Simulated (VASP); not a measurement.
# Si16Ge (a cell with a defect) in VASP: a series of runs

The runs below take Si16Ge (a cell with a defect) through single point, with PBE.

All numbers are computed with VASP 6.6.1; they aren't measurements. Logs are shortened: lines on timing, memory, paths and dates and some standing lists are left out, and cuts for length are marked.

## Step 1: The cell of the first run

The cell holds a defect, 17 atoms: a = 7.679 Å, b = 7.679 Å, c = 7.679 Å, α = 60.00°, β = 60.00°, γ = 60.00°.

## Step 2: Single point, PBE

The input, INCAR:

```
SYSTEM = Si16Ge
ALGO     = Normal         ! electronic algorithm
EDIFF    = 1E-6           ! SCF threshold, eV
ENCUT    = 410            ! plane-wave cutoff, eV
GGA      = PE             ! functional
GGA_COMPAT= .FALSE.      
ISIF     = 2              ! what is computed and relaxed
ISMEAR   = 0              ! smearing method
LASPH    = .TRUE.         ! aspherical terms in the spheres
LCHARG   = .FALSE.        ! write CHGCAR
LREAL    = .FALSE.        ! projectors in reciprocal space
LWAVE    = .FALSE.        ! write WAVECAR
NBANDS   = 53             ! bands
NELM     = 120            ! most SCF steps
PREC     = Accurate       ! precision mode
SIGMA    = 0.05           ! smearing width, eV
```

The input, KPOINTS:

```
k-points
0
G
  2 2 2
  0 0 0
```

The input, POSCAR:

```
Si16Ge
1.0
    0.0000000000      5.4300000000      5.4300000000
    5.4300000000      0.0000000000      5.4300000000
    5.4300000000      5.4300000000      0.0000000000
Si Ge
16 1
Direct
    0.0010316610     -0.0006385665     -0.0016147740
    0.1210010236      0.1189293597      0.1300770450
    0.0010269234     -0.0006447385      0.5013056659
    0.1251847347      0.1240731972      0.6254091713
   -0.0112272814      0.5024477715      0.0045020064
    0.1206647686      0.6282290253      0.1300319910
    0.0006477360      0.4971094028      0.5012022743
    0.1206901944      0.6281969716      0.6212598001
    0.5046086247     -0.0137670313      0.0045889082
    0.6298685055      0.1188445068      0.1301317362
    0.4981794850     -0.0006875688      0.5012981402
    0.6298828263      0.1188216668      0.6212332990
    0.5038501491      0.5021637093      0.0046935080
    0.6253499279      0.6226074182      0.1261280061
    0.5039057344      0.5020765879      0.4894896526
    0.6294030518      0.6280733350      0.6213403872
    0.3753472351      0.3726474531      0.8761074822
```

Potentials or basis: VASP PAW PBE potentials, release 64 (Si, Ge_d).

Command:

```
> cat potpaw_PBE.64/Si/POTCAR potpaw_PBE.64/Ge_d/POTCAR > POTCAR
> mpirun -np 1 vasp_std > vasp.out
```

OUTCAR:

```text
SYSTEM = Si16Ge
   EDIFF = 1E-6
   ENCUT = 410
   GGA = PE
   ISIF = 2
   ISMEAR = 0
   LASPH = .TRUE.
   LREAL = .FALSE.
   NELM = 120
   PREC = Accurate

 ion  position               nearest neighbor table
   1  0.001  0.999  0.998-   6 2.33  10 2.33   2 2.33   4 2.34
   2  0.121  0.119  0.130-   3 2.33   1 2.33   5 2.40   9 2.41  17 2.76
   3  0.001  0.999  0.501-  12 2.33   8 2.33   2 2.33   4 2.34
   4  0.125  0.124  0.625-   1 2.34   3 2.34  11 2.34   7 2.34
   5  0.989  0.502  0.005-  14 2.28   6 2.40   8 2.40   2 2.40  17 2.42
   6  0.121  0.628  0.130-   1 2.33   7 2.33  13 2.40   5 2.40  17 2.77
   7  0.001  0.497  0.501-   6 2.33   8 2.33  16 2.33   4 2.34
   8  0.121  0.628  0.621-   3 2.33   7 2.33  15 2.40   5 2.40  17 2.77
   9  0.505  0.986  0.005-  14 2.28  12 2.40  10 2.40   2 2.41  17 2.42
  10  0.630  0.119  0.130-   1 2.33  11 2.33  13 2.40   9 2.40  17 2.76
  11  0.498  0.999  0.501-  12 2.33  10 2.33  16 2.33   4 2.34
  12  0.630  0.119  0.621-   3 2.33  11 2.33  15 2.40   9 2.40  17 2.76
  13  0.504  0.502  0.005-  14 2.28   6 2.40  10 2.40  16 2.40  17 2.42
  14  0.625  0.623  0.126-  15 2.28  13 2.28   5 2.28   9 2.28
  15  0.504  0.502  0.489-  14 2.28   8 2.40  12 2.40  16 2.40  17 2.42
  16  0.629  0.628  0.621-   7 2.33  11 2.33  15 2.40  13 2.40  17 2.77
  17  0.375  0.373  0.876-   9 2.42   5 2.42  13 2.42  15 2.42   2 2.76  10 2.76  12 2.76  16 2.77
                             8 2.77   6 2.77

  LATTYP: Found a face centered cubic cell.
 ALAT       =    10.8600000000

  Lattice vectors:

 A1 = (   0.0000000000,   5.4300000000,   5.4300000000)
 A2 = (   5.4300000000,   0.0000000000,   5.4300000000)
 A3 = (   5.4300000000,   5.4300000000,   0.0000000000)

Analysis of symmetry for initial positions (statically):
=====================================================================
 Subroutine PRICEL returns:
 Original cell was already a primitive cell.

 Routine SETGRP: Setting up the symmetry group for a
 face centered cubic supercell.

 Subroutine GETGRP returns: Found  1 space group operations
 (whereof  1 operations were pure point group operations)
 out of a pool of 48 trial point group operations.

The static configuration has the point symmetry C_1 .

Analysis of symmetry for dynamics (positions and initial velocities):
=====================================================================
 Subroutine PRICEL returns:
 Original cell was already a primitive cell.

 Routine SETGRP: Setting up the symmetry group for a
 face centered cubic supercell.

 Subroutine GETGRP returns: Found  1 space group operations
 (whereof  1 operations were pure point group operations)
 out of a pool of 48 trial point group operations.

The dynamic configuration has the point symmetry C_1 .

 Subroutine INISYM returns: Found  1 space group operations
 (whereof  1 operations are pure point group operations),
 and found     1 'primitive' translations

----------------------------------------------------------------------------------------

                                     Primitive cell

  volume of cell :     320.2060

  direct lattice vectors                    reciprocal lattice vectors
     0.000000000  5.430000000  5.430000000    -0.092081031  0.092081031  0.092081031
     5.430000000  0.000000000  5.430000000     0.092081031 -0.092081031  0.092081031
     5.430000000  5.430000000  0.000000000     0.092081031  0.092081031 -0.092081031

  length of vectors
     7.679179644  7.679179644  7.679179644     0.159489025  0.159489025  0.159489025

  position of ions in fractional coordinates (direct lattice)
     0.001031661  0.999361433  0.998385226
     0.121001024  0.118929360  0.130077045
     0.001026923  0.999355261  0.501305666
     0.125184735  0.124073197  0.625409171
     0.988772719  0.502447772  0.004502006
     0.120664769  0.628229025  0.130031991
[... 9 lines left out ...]
     0.629403052  0.628073335  0.621340387
     0.375347235  0.372647453  0.876107482

  ion indices of the primitive-cell ions
   primitive index   ion index
[... 47 lines left out ...]
  Thomas-Fermi vector in A             =   2.156100
   LORBIT       =      0    0 simple, 1 ext, 2 COOP (PROOUT), +10 PAW based schemes
   GGA     = PE    functional components
   LHFCALC =     F    Hartree Fock is set to
   AEXX    =    0.0000 exact exchange contribution
   IVDW    =     0    specifies the selected vdW correction
   LEPSILON=     F    determine dielectric tensor
   LRPA    =     F    only Hartree local field effects (RPA)
 non-spin polarized calculation
 Gauss-broadening in eV      SIGMA  =   0.05
  energy-cutoff  :      410.00
  volume of cell :      320.21
 maximum number of plane-waves:      6062
 NGX is ok and might be reduce to    54
   NGX = 25   NGY = 25   NGZ = 25

 number of electron      77.9999993 magnetization

 Free energy of the ion-electron system (eV)
  ---------------------------------------------------
  ext. energy  EPLUGINS =         0.00000000
  ---------------------------------------------------
  free energy    TOTEN  =       -86.68842680 eV

  energy without entropy =      -86.67785296  energy(sigma->0) =      -86.68313988

 E-fermi :   6.9411     XC(G=0):  -9.7495

 val. band max:        6.6816302974   @ k =   0.0000   0.0000   0.0000
 cond. band min:       6.9493107243   @ k =   0.0000   0.0000   0.0000
 fundamental gap:      0.2676804269
 Fermi energy:         6.9410960062

 k-point     1 :       0.0000    0.0000    0.0000
  band No.  band energies     occupation
      1     -18.2487      2.00000
      2     -18.2486      2.00000
      3     -18.2485      2.00000
      4     -18.2349      2.00000
      5     -18.2346      2.00000
      6      -6.5233      2.00000
[... 43 lines left out ...]
     50       8.1137      0.00000
     51       9.0762      0.00000

 k-point     2 :       0.5000    0.0000    0.0000
  band No.  band energies     occupation
      1     -18.2488      2.00000
      2     -18.2487      2.00000
      3     -18.2486      2.00000
      4     -18.2350      2.00000
      5     -18.2347      2.00000
      6      -6.1911      2.00000
[... 316 lines left out ...]
 k-point     8 :       0.5000    0.0000    0.5000
  band No.  band energies     occupation
      1     -18.2488      2.00000
      2     -18.2487      2.00000
      3     -18.2485      2.00000
      4     -18.2350      2.00000
      5     -18.2347      2.00000
      6      -6.0849      2.00000
[... 43 lines left out ...]
     50      10.3303      0.00000
     51      10.3327      0.00000
 [bands above 51 left out]

------------------------ aborting loop because EDIFF is reached ----------------------------------------

  FORCE on cell =-STRESS in cart. coord.  units (eV):
  Direction    XX          YY          ZZ          XY          YZ          ZX
  --------------------------------------------------------------------------------------
  -------------------------------------------------------------------------------------
  Total       13.3463265     13.3380833     13.3106950      0.0059730      0.0029741     -0.0035816
  in kB       66.7794509     66.7382055     66.6011656      0.0298864      0.0148813     -0.0179209
  external PRESSURE =      66.7062740 kB  Pullay stress =       0.0000000 kB

 VOLUME and BASIS-vectors are now :
 -----------------------------------------------------------------------------
  energy-cutoff  :      410.00
  volume of cell :      320.21
      direct lattice vectors                 reciprocal lattice vectors
     0.000000000  5.430000000  5.430000000    -0.092081031  0.092081031  0.092081031
     5.430000000  0.000000000  5.430000000     0.092081031 -0.092081031  0.092081031
     5.430000000  5.430000000  0.000000000     0.092081031  0.092081031 -0.092081031

 POSITION                                       TOTAL-FORCE (eV/Angst)
 -----------------------------------------------------------------------------------
     10.84776      5.42683      5.43213        -0.004298     -0.005345      0.005867
      1.35210      1.36335      1.30282        -0.000747      0.000881      0.001782
      8.14859      2.72767      5.43208         0.005175      0.004986      0.005788
      4.06969      4.07572      1.35347        -0.000414      0.000483     -0.000309
      2.75274      5.39348      8.09733         0.001055     -0.001765     -0.000683
      4.11736      1.36128      4.06649        -0.005066      0.001531     -0.001690
[... 9 lines left out ...]
      6.78432      6.79154      6.82810        -0.000869      0.001072     -0.005770
      6.78074      6.79540      4.06161         0.002892     -0.003289      0.004413
 -----------------------------------------------------------------------------------
    total drift:                               -0.000267      0.000310     -0.000396

  FREE ENERGIE OF THE ION-ELECTRON SYSTEM (eV)
  ---------------------------------------------------
  free  energy   TOTEN  =       -86.6884268042 eV

  energy  without entropy=      -86.6778529637  energy(sigma->0) =      -86.68313988
```

Wall time 1.7 min (1 thread of AMD EPYC 9R45 (Zen 5), shared host); peak memory 0.38 GiB.

Results:

| Item | Value |
| --- | --- |
| Free energy | -86.6884 eV |
| Pressure | 6.7 GPa |
| Largest force | 0.015 eV/Å |
| Band gap on the k mesh | zero (band 39 reaches 6.99 eV, above the bottom of band 40 at 6.68 eV) |

Forces on the atoms (eV/Å):
```
Si  -0.004 -0.005  0.006
Si  -0.001  0.001  0.002
Si   0.005  0.005  0.006
Si   0.000  0.000  0.000
Si   0.001 -0.002 -0.001
Si  -0.005  0.002 -0.002
Si  -0.008  0.008 -0.008
Si  -0.001  0.005 -0.002
Si  -0.004  0.005 -0.007
Si   0.000 -0.002 -0.001
Si   0.005 -0.005 -0.007
Si   0.002  0.001 -0.001
Si   0.000 -0.001  0.003
Si   0.007 -0.008  0.011
Si   0.002  0.000  0.003
Si  -0.001  0.001 -0.006
Ge   0.003 -0.003  0.004
```

Caveat: the k points lie up to 0.50 Å⁻¹ apart.

## Step 3: Single point, PBE

The input, INCAR:

```
SYSTEM = Si16Ge
ALGO = Normal
EDIFF = 1E-6
ENCUT = 410
GGA = PE
GGA_COMPAT = .FALSE.
ISIF = 2
ISMEAR = 0
LASPH = .TRUE.
LCHARG = .TRUE.
LELF = .TRUE.
LREAL = .FALSE.
LVHAR = .TRUE.
LWAVE = .FALSE.
NBANDS = 53
NELM = 120
PREC = Accurate
SIGMA = 0.05
```

KPOINTS is that of step 2.

The input, POSCAR:

```
Si16Ge
1.0
    0.0000000000      5.4300000000      5.4300000000
    5.4300000000      0.0000000000      5.4300000000
    5.4300000000      5.4300000000      0.0000000000
Si Ge
16 1
Direct
   -0.0001076457     -0.0003301714     -0.0003057566
    0.1209845477      0.1209469828      0.1209524299
   -0.0046164204     -0.0048123558      0.5043299062
    0.1211601954      0.1210001119      0.6363227658
   -0.0046189194      0.5043117679     -0.0047921709
    0.1211570897      0.6363039486      0.1210139121
   -0.0046748376      0.5043256445      0.5043444919
    0.1273477548      0.6239606796      0.6239815060
    0.5044716955     -0.0047931281     -0.0047705035
    0.6364752201      0.1210336154      0.1210504450
    0.5045008865     -0.0048642126      0.5043504134
    0.6241453029      0.1271360446      0.6239833215
    0.5044999859      0.5043307227     -0.0048424683
    0.6241447234      0.6239620273      0.1271605286
    0.4999074978      0.4996792719      0.4997055386
    0.6240720170      0.6239108983      0.6239298817
    0.2498782963      0.2497020923      1.2497206685
```

Potentials or basis: VASP PAW PBE potentials, release 64 (Si, Ge_d).

Command:

```
> cat potpaw_PBE.64/Si/POTCAR potpaw_PBE.64/Ge_d/POTCAR > POTCAR
> mpirun -np 1 vasp_std > vasp.out
```

Wall time 1.7 min (1 thread of AMD EPYC 9R45 (Zen 5), shared host); peak memory 0.38 GiB.

The run converged. Its results:

- Free energy: -86.6883 eV
- Pressure: 6.7 GPa
- Largest force: 0.030 eV/Å
- Band gap on the k mesh: zero (band 39 reaches 6.99 eV, above the bottom of band 40 at 6.68 eV)

Forces in eV/Å, atoms in the order of the input:
```
Si   0.012  0.008  0.008
Si  -0.013 -0.009 -0.009
Si   0.005  0.004  0.014
Si  -0.008 -0.005 -0.006
Si   0.005  0.013  0.004
Si  -0.008 -0.006 -0.005
Si  -0.007  0.002  0.003
Si   0.014 -0.018 -0.018
Si   0.017  0.004  0.004
Si  -0.010 -0.006 -0.006
Si   0.004 -0.008  0.003
Si  -0.018  0.016 -0.018
Si   0.004  0.002 -0.008
Si  -0.018 -0.018  0.015
Si   0.004  0.003  0.003
Si   0.014  0.015  0.015
Ge   0.001  0.003  0.002
```

Levels at points of the mesh, in eV from the Fermi level:
```
           k point  band 37  band 38  band 39  band 40  band 41  band 42
(0.00, 0.00, 0.00)    -0.81    -0.81    -0.26    -0.26    -0.26     0.01
(0.50, 0.00, 0.00)    -1.49    -1.49    -0.33     0.52     0.52     0.86
(0.00, 0.50, 0.00)    -1.49    -1.49    -0.33     0.52     0.52     0.86
(0.00, 0.00, 0.50)    -1.49    -1.49    -0.33     0.52     0.52     0.86
(0.50, 0.50, 0.50)    -1.49    -1.49    -0.34     0.51     0.52     0.86
(0.50, 0.50, 0.00)    -1.92    -1.32     0.05     0.79     1.03     1.03
(0.00, 0.50, 0.50)    -1.92    -1.32     0.05     0.79     1.03     1.03
(0.50, 0.00, 0.50)    -1.92    -1.32     0.05     0.79     1.03     1.03
```

Caveat: the k points lie up to 0.50 Å⁻¹ apart.

## Step 4: Single point, PBE

The input, INCAR:

```
SYSTEM = Si16Ge
PREC = Accurate ; ENCUT = 410
EDIFF = 1E-6 ; ISMEAR = 0
SIGMA = 0.05 ; LREAL = .FALSE.
LASPH = .TRUE. ; NELM = 120
ALGO = Normal ; ISIF = 2
LWAVE = .FALSE. ; LCHARG = .FALSE.
GGA = PE ; NBANDS = 53
GGA_COMPAT = .FALSE.
```

The input, KPOINTS:

```
regular mesh
0
G
  2 2 2
  0 0 0
```

The input, POSCAR:

```
Si16Ge
1.0
    0.0000000000      5.4300000000      5.4300000000
    5.4300000000      0.0000000000      5.4300000000
    5.4300000000      5.4300000000      0.0000000000
Si Ge
16 1
Direct
    0.0010316759     -0.0006386740     -0.0016147330
    0.1210010129      0.1189293738      0.1300770718
    0.0010268877     -0.0006447514      0.5013057090
    0.1251848066      0.1240732044      0.6254091160
   -0.0112272560      0.5024476980      0.0045020258
    0.1206647330      0.6282290055      0.1300319521
    0.0006477901      0.4971093002      0.5012023020
    0.1206901473      0.6281969613      0.6212597606
    0.5046086556     -0.0137670350      0.0045889503
    0.6298685083      0.1188445672      0.1301316759
    0.4981794659     -0.0006875691      0.5012980663
    0.6298828729      0.1188215470      0.6212333333
    0.5038500921      0.5021637201      0.0046935543
    0.6253499079      0.6226073665      0.1261279926
    0.5039057090      0.5020766114      0.4894896869
    0.6294030387      0.6280733886      0.6213404236
    0.3753472376      0.3726474217      0.8761074586
```

Command:

```
> cat potpaw_PBE.64/Si/POTCAR potpaw_PBE.64/Ge_d/POTCAR > POTCAR
> mpirun -np 1 vasp_std > vasp.out
```

It took 94 s on 1 thread of AMD EPYC 9R45 (Zen 5), shared host; peak memory 0.38 GiB.

It converged, with:

```yaml
Free_energy: -86.6884 eV
Pressure: 6.7 GPa
Largest_force: 0.015 eV/Å
Band_gap_on_the_k_mesh: zero (band 39 reaches 6.99 eV, above the bottom of band 40 at 6.68 eV)
```

Forces in eV/Å, atoms in the order of the input:
```
Si  -0.004 -0.005  0.006
Si  -0.001  0.001  0.002
Si   0.005  0.005  0.006
Si   0.000  0.000  0.000
Si   0.001 -0.002 -0.001
Si  -0.005  0.002 -0.002
Si  -0.008  0.008 -0.008
Si  -0.001  0.005 -0.002
Si  -0.004  0.005 -0.007
Si   0.000 -0.002 -0.001
Si   0.005 -0.005 -0.007
Si   0.002  0.001 -0.001
Si   0.000 -0.001  0.003
Si   0.007 -0.008  0.011
Si   0.002  0.000  0.003
Si  -0.001  0.001 -0.006
Ge   0.003 -0.003  0.004
```

Levels at points of the mesh, in eV from the Fermi level:
```
           k point  band 37  band 38  band 39  band 40  band 41  band 42
(0.00, 0.00, 0.00)    -0.81    -0.81    -0.26    -0.26    -0.26     0.01
(0.50, 0.00, 0.00)    -1.49    -1.48    -0.34     0.51     0.51     0.86
(0.00, 0.50, 0.00)    -1.49    -1.49    -0.34     0.51     0.52     0.86
(0.00, 0.00, 0.50)    -1.49    -1.48    -0.34     0.51     0.52     0.86
(0.50, 0.50, 0.50)    -1.49    -1.48    -0.34     0.51     0.52     0.86
(0.50, 0.50, 0.00)    -1.92    -1.32     0.05     0.79     1.03     1.03
(0.00, 0.50, 0.50)    -1.92    -1.32     0.05     0.79     1.03     1.03
(0.50, 0.00, 0.50)    -1.92    -1.32     0.05     0.79     1.03     1.03
```

Caveat: the k points lie up to 0.50 Å⁻¹ apart.

## Step 5: Single point, PBE

The input, INCAR:

```
ALGO = Normal
EDIFF = 1E-6
ENCUT = 410
GGA = PE
GGA_COMPAT = False
ISIF = 2
ISMEAR = 0
LASPH = True
LCHARG = False
LREAL = False
LWAVE = False
NBANDS = 53
NELM = 120
PREC = Accurate
SIGMA = 0.05
```

The input, KPOINTS:

```
k-points
0
Gamma
  2 2 2
```

The input, POSCAR:

```
Si16Ge
1.0
    0.0000000000      5.4300000000      5.4300000000
    5.4300000000      0.0000000000      5.4300000000
    5.4300000000      5.4300000000      0.0000000000
Si Ge
16 1
Direct
   -0.0001076427     -0.0003301105     -0.0003058011
    0.1209845304      0.1209469613      0.1209524862
   -0.0046163904     -0.0048123389      0.5043298343
    0.1211602210      0.1210000000      0.6363228361
   -0.0046188766      0.5043116943     -0.0047921731
    0.1211570902      0.6363038674      0.1210139963
   -0.0046748619      0.5043256906      0.5043444751
    0.1273477901      0.6239606814      0.6239814917
    0.5044718232     -0.0047931860     -0.0047705341
    0.6364751381      0.1210337017      0.1210504604
    0.5045009208     -0.0048642726      0.5043504604
    0.6241453039      0.1271360958      0.6239832413
    0.5045000000      0.5043307551     -0.0048425414
    0.6241447514      0.6239620626      0.1271605893
    0.4999074586      0.4996792818      0.4997056169
    0.6240720074      0.6239108656      0.6239298343
    0.2498782689      0.2497022099      1.2497206262
```

Command:

```
> cat potpaw_PBE.64/Si/POTCAR potpaw_PBE.64/Ge_d/POTCAR > POTCAR
> mpirun -np 1 vasp_std > vasp.out
```

Wall time 96 s (1 thread of AMD EPYC 9R45 (Zen 5), shared host); peak memory 0.38 GiB.

It converged, with:

* Free energy: -86.6883 eV
* Pressure: 6.7 GPa
* Largest force: 0.030 eV/Å
* Band gap on the k mesh: zero (band 39 reaches 6.99 eV, above the bottom of band 40 at 6.68 eV)

Forces on the atoms (eV/Å):
```
Si   0.012  0.008  0.008
Si  -0.013 -0.009 -0.009
Si   0.005  0.004  0.014
Si  -0.008 -0.005 -0.006
Si   0.005  0.013  0.004
Si  -0.008 -0.006 -0.005
Si  -0.007  0.002  0.003
Si   0.014 -0.018 -0.018
Si   0.017  0.004  0.004
Si  -0.010 -0.006 -0.006
Si   0.004 -0.008  0.003
Si  -0.018  0.016 -0.018
Si   0.004  0.002 -0.008
Si  -0.018 -0.018  0.015
Si   0.004  0.003  0.003
Si   0.014  0.015  0.015
Ge   0.001  0.003  0.002
```

Levels at points of the mesh, in eV from the Fermi level:
| k point | band 36 | band 37 | band 38 | band 39 | band 40 | band 41 | band 42 | band 43 |
| --- | --- | --- | --- | --- | --- | --- | --- | --- |
| (0.00, 0.00, 0.00) | -0.81 | -0.81 | -0.81 | -0.26 | -0.26 | -0.26 | 0.01 | 0.01 |
| (0.50, 0.00, 0.00) | -1.53 | -1.49 | -1.49 | -0.33 | 0.52 | 0.52 | 0.86 | 0.86 |
| (0.00, 0.50, 0.00) | -1.53 | -1.49 | -1.49 | -0.33 | 0.52 | 0.52 | 0.86 | 0.86 |
| (0.00, 0.00, 0.50) | -1.53 | -1.49 | -1.49 | -0.33 | 0.52 | 0.52 | 0.86 | 0.86 |
| (0.50, 0.50, 0.50) | -1.54 | -1.49 | -1.49 | -0.34 | 0.51 | 0.52 | 0.86 | 0.86 |
| (0.50, 0.50, 0.00) | -2.10 | -1.92 | -1.32 | 0.05 | 0.79 | 1.03 | 1.03 | 1.04 |
| (0.00, 0.50, 0.50) | -2.10 | -1.92 | -1.32 | 0.05 | 0.79 | 1.03 | 1.03 | 1.04 |
| (0.50, 0.00, 0.50) | -2.10 | -1.92 | -1.32 | 0.05 | 0.79 | 1.03 | 1.03 | 1.04 |

Caveat: the k points lie up to 0.50 Å⁻¹ apart.
